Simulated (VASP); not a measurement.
Runs of VASP 6.6.1 on AgCl. The structure is that of space group Fm-3m (No. 225), or close to it. The cells are those of the table. 

```csv
task,cell,cutoff (eV),gap on the mesh (eV),pressure (GPa)
single point,"a = 3.744 Å, angles 60.0, 60.0, 90.0°, 2 atoms",520,1.47,(a)
relaxation of cell and atoms,"relaxed to -2 GPa from a = 3.921 Å, angles 60.0, 60.0, 90.0°, 2 atoms",600,1.43,-2.0
single point,"a = 3.835 Å, angles 60.0, 60.0, 90.0°, 2 atoms",520,1.43,3.9
relaxation of cell and atoms,"relaxed to 2 GPa from a = 3.921 Å, angles 60.0, 60.0, 90.0°, 2 atoms",600,1.43,2.0
single point,"a = 3.981 Å, angles 60.0, 60.0, 90.0°, 2 atoms",520,1.43,(b)
single point,"a = 3.687 Å, angles 60.0, 60.0, 90.0°, 2 atoms",520,1.51,15.0
single point,"a = 3.874 Å, angles 60.0, 60.0, 90.0°, 2 atoms",520,1.42,1.9
```

Alike in all rows: level r2SCAN; potentials or basis VASP PAW PBE potentials, release 64 (Ag, Cl); no spin polarisation; k mesh 8 × 8 × 8; smearing gaussian 0.01 eV.

Estimate the missing entries.

(a) 9.9; (b) -2.1.

Caveats: the PAW data sets were made with another functional, which shifts forces and pressure a little; the cell stands under pressure (at least some runs); the cell is relaxed towards a set pressure, so the run minimises the enthalpy, not the energy (at least some runs).

A k mesh can miss the band edges, and the runs leave out spin-orbit coupling on Ag.
